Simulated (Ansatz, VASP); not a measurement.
**BP in VASP and in Ansatz**

```
B P
1.0
     2.23157    2.23157    0.00000
    -2.23157    2.23157    0.00000
     0.00000    2.23157    2.23157
B P
1 1
Direct
  0.00000 0.00000 0.00000
  0.75000 0.25000 0.50000
```

Alike in both runs: task single point; functional PBEsol; k mesh 8 × 8 × 8; no spin polarisation.

|  | VASP | Ansatz |
| --- | --- | --- |
| version | VASP 6.6.1 | Ansatz 0.2.0 |
| potentials or method | VASP PAW PBE potentials, release 64 (B, P), cutoff 520 eV | all-electron LAPW, scalar-relativistic |
| occupations | gaussian, width 0.01 eV | fixed |

```tsv
	VASP	Ansatz	Ansatz less VASP
gap on the k mesh at the Fermi level (eV)	1.10	1.11	+0.007
pressure (GPa)	7.1	6.9	-0.18
```

VASP's potentials were made for PBE, not for PBEsol. Ansatz ran all-electron here, and VASP with PAW potentials.
